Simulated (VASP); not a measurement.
CdSe, 2 atoms in the cell. It takes space group Fm-3m (No. 225, cubic). The conventional cell has a = 5.748 Å, b = 5.748 Å, c = 5.748 Å, α = 90.00°, β = 90.00°, γ = 90.00°. Within 3.8 Å of Cd (site symmetry m-3m) lie 6 Se at 2.87 Å. Within 3.8 Å of Se (site symmetry m-3m) lie 6 Cd at 2.87 Å. 

| Item | Value |
| --- | --- |
| Program | VASP 6.6.1 |
| Task | single point |
| Functional | r2SCAN0 |
| Dispersion | D3(BJ) |
| Potentials or basis | VASP PAW PBE potentials, release 64 (Cd, Se) |
| Cutoff | 440 eV |
| k mesh | 4 × 4 × 4 |
| Occupations | gaussian, width 0.02 eV |
| Spin | no spin polarisation |
| Dipole correction | no |
| Grid for exact exchange (PRECFOCK) | Normal |
| Further INCAR settings | ALGO = Normal; EDIFF = 1e-06; NBANDS = 16 |
| Share of exact exchange | 0.25 |

Potentials or basis: VASP PAW PBE potentials, release 64 (Cd, Se).

Launch:

```bash
$ cat potpaw_PBE.64/Cd/POTCAR potpaw_PBE.64/Se/POTCAR > POTCAR
$ cp INCAR.step1 INCAR
$ mpirun -np 1 vasp_std > vasp.out
$ cp INCAR.step2 INCAR
$ mpirun -np 1 vasp_std > vasp.out
```

Hardware: 1 thread of AMD EPYC 9R45 96-Core Processor (Zen 5) (shared host).

**Question.** Estimate the wall time of this run.

**Answer.** It took 4.7 min on 1 thread of AMD EPYC 9R45 96-Core Processor (Zen 5) (shared host), peak memory 0.15 GiB. Counts: k points 8.
